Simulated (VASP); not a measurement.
Write the native input for VASP 6.6.1 that does the following.

| Quantity | Value |
| --- | --- |
| Task | single point |
| Functional | PBEsol |
| Potentials or basis | VASP PAW PBE potentials, release 64 (B, P) |
| Cutoff | 520 eV |
| k mesh | 8 × 8 × 8 |
| Occupations | fermi-dirac, width 0.02 eV |
| Spin | no spin polarisation |
| Dipole correction | no |
| Further INCAR settings | ALGO = Normal; EDIFF = 1e-07; NBANDS = 11 |

The structure of BP lies in POSCAR:

```
BP
1.0
    0.0000000000      2.2600994476      2.2600994476
    2.2600994476      0.0000000000      2.2600994476
    2.2600994476      2.2600994476      0.0000000000
B P
1 1
Direct
    0.0000000000      0.0000000000      0.0000000000
    0.2500000000      0.2500000000      0.2500000000
```

These files were run (other wordings do the same):

INCAR

```
PREC = Accurate
ENCUT = 520
EDIFF = 1E-7
ISMEAR = -1
SIGMA = 0.02
LREAL = False
LASPH = True
NELM = 100
ALGO = Normal
ISIF = 2
LWAVE = False
LCHARG = True
GGA = PS
LELF = True
LVHAR = True
NBANDS = 11
```

KPOINTS

```
regular mesh
0
Gamma
  8 8 8
```

Potentials or basis: VASP PAW PBE potentials, release 64 (B, P).

The run is started by

```sh
$ cat potpaw_PBE.64/B/POTCAR potpaw_PBE.64/P/POTCAR > POTCAR
$ mpirun -np 1 vasp_std > vasp.out
```

Results of the run:

```
Pressure               : 0.1 GPa
Band gap on the k mesh : 1.15 eV, indirect (least direct gap 3.37 eV)
```

Caveat: the PAW data sets were made with another functional, which shifts forces and pressure a little.

It took 8.3 s on 1 thread of Intel Xeon 8259CL (shared host), peak memory 0.14 GiB.
